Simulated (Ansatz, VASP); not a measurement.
# One calculation of CoO, two programs

```
Co O
1.0
     2.61615    0.00000    0.00000
     0.00000    2.61615    0.00000
     0.00000    0.00000    2.61615
Co O
1 1
Direct
  0.00000 0.00000 0.00000
  0.50000 0.50000 0.50000
```

Alike in both runs: task relaxation of cell and atoms; functional PBE; k mesh 16 × 16 × 16; occupations gaussian, width 0.1 eV; collinear spin.

|  | VASP | Ansatz |
| --- | --- | --- |
| version | VASP 6.6.1 | Ansatz 0.2.0 |
| potentials or method | VASP PAW PBE potentials, release 64 (Co, O), cutoff 600 eV | scalar-relativistic, plane waves, PAW |
| valence electrons in the cell | 15 | 23 |

```csv
,VASP,Ansatz,Ansatz less VASP
"gap on the k mesh at the Fermi level, each at its own relaxed structure (eV)",none,none,-
net moment per atom (μB),1.50,1.50,0.000
size of the moment on the site where the two differ most (μB),0.45,0.47,+0.023
relaxed volume (Å³/atom),8.92,8.95,+0.037
relaxed length of the cell vector where the two differ most in proportion (Å),2.613,2.616,+0.0036
```

Site moments also hang on the region over which each program counts them. A gap of «none» marks a metal or a gap that the smearing closes. VASP's potentials hold 15 valence electrons a cell and Ansatz's 23, so a difference there can come from the potentials and not from the codes.
